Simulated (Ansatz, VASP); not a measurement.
## Rh: VASP beside Ansatz

INCAR

```
PREC = Accurate
ENCUT = 520
EDIFF = 1E-6
ISMEAR = 0
SIGMA = 0.15
LREAL = False
LASPH = True
NELM = 100
ALGO = Fast
ISIF = 2
LWAVE = False
LCHARG = True
GGA = PE
LELF = True
LVHAR = True
NBANDS = 14
```

Contents of KPOINTS:

```
regular mesh
0
Gamma
  22 22 22
```

POSCAR

```
Rh
1.0
    0.0000000000      1.9585965000      1.8730267500
    1.9585965000      0.0000000000      1.8730267500
    1.9585965000      1.9585965000      0.0000000000
Rh
1
Direct
    0.0000000000      0.0000000000      0.0000000000
```

Input for Ansatz:

```yaml
crystal:
  lattice:
    - [0.0, 1.9585965, 1.87302675]
    - [1.9585965, 0.0, 1.87302675]
    - [1.9585965, 1.9585965, 0.0]
  atoms:
    - { symbol: Rh, position: [0.0, 0.0, 0.0] }
basis:
  ecutwfc: 420
kpoints:
  mp_grid: { grid: [22, 22, 22] }
hamiltonian:
  xc: pbe
scf:
  occupations: { method: gaussian, width: 0.15 }
output:
  forces: true
  stress: true
  eigenvalues: true
```

Change from the starting cell: strain +0.030 along x and y, -0.015 along z, atoms carried along.

Alike in both runs: task single point; functional PBE; k mesh 22 × 22 × 22; occupations gaussian, width 0.15 eV; no spin polarisation.

```csv
,VASP,Ansatz
version,VASP 6.6.1,Ansatz 0.2.0
potentials or method,"VASP PAW PBE potentials, release 64 (Rh_pv), cutoff 520 eV","scalar-relativistic, plane waves, PAW"
valence electrons in the cell,15,17
```

```tsv
	VASP	Ansatz	Ansatz less VASP
gap on the k mesh at the Fermi level (eV)	none	none	-
pressure (GPa)	-5.2	-5.2	+0.03
traceless stress, the component that is largest in VASP (GPa)	6.11	6.13	+0.015
```

A gap of «none» marks a metal or a gap that the smearing closes. With one functional, cell and mesh, what is left measures potentials, basis and numerics. VASP's potentials hold 15 valence electrons a cell and Ansatz's 17, so a difference there can come from the potentials and not from the codes.
